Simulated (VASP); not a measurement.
Wanted: the native input for a VASP 6.6.1 run.

| Quantity | Value |
| --- | --- |
| Task | single point |
| Functional | PBEsol |
| Potentials or basis | VASP PAW PBE potentials, release 64 (Al, Cu) |
| Cutoff | 520 eV |
| k mesh | 12 × 12 × 16 |
| Occupations | gaussian, width 0.15 eV |
| Spin | no spin polarisation |
| Dipole correction | no |
| Further INCAR settings | ALGO = Fast; EDIFF = 1e-07; NBANDS = 16 |

The structure of Al2Cu lies in POSCAR:

```
Al2Cu
1.0
    4.0841721988      0.0000000000      0.0153156457
    0.0000000000      4.0841721988      0.0000000000
    0.0106739803      0.0000000000      2.8463947459
Al Cu
2 1
Direct
    0.5000000000      0.0000000000      0.5000000000
    0.0000000000      0.5000000000      0.5000000000
    0.0000000000      0.0000000000      0.0000000000
```

This cell differs from its parent crystal: strain +0.0075 x Voigt [0, 0, 0, 0, 1, 0].

These files were run (other wordings do the same):

INCAR

```
SYSTEM = Al2Cu
PREC     = Accurate       ! precision mode
ENCUT    = 520            ! plane-wave cutoff, eV
EDIFF    = 1E-7           ! SCF threshold, eV
ISMEAR   = 0              ! smearing method
SIGMA    = 0.15           ! smearing width, eV
LREAL    = .FALSE.        ! projectors in reciprocal space
LASPH    = .TRUE.         ! aspherical terms in the spheres
NELM     = 80             ! most SCF steps
ALGO     = Fast           ! electronic algorithm
ISIF     = 2              ! what is computed and relaxed
LWAVE    = .FALSE.        ! write WAVECAR
LCHARG   = .FALSE.        ! write CHGCAR
GGA      = PS             ! functional
NBANDS   = 16             ! bands
```

KPOINTS

```
regular mesh
0
G
  12 12 16
  0 0 0
```

Potentials or basis: VASP PAW PBE potentials, release 64 (Al, Cu).

Command:

```bash
$ cat potpaw_PBE.64/Al/POTCAR potpaw_PBE.64/Cu/POTCAR > POTCAR
$ mpirun -np 1 vasp_std > vasp.out
```

Results of the run:

```json
{"Pressure": "0.2 GPa", "Band gap on the k mesh": "zero (an odd number of electrons rules out a gap without spin polarisation)"}
```

Caveat: the cell differs from its parent crystal (strain +0.0075 x Voigt [0, 0, 0, 0, 1, 0]); the PAW data sets were made with another functional, which shifts forces and pressure a little.

Wall time 4.7 min on 1 thread of Intel(R) Xeon(R) 6975P-C (Granite Rapids) (shared host), peak memory 0.57 GiB.
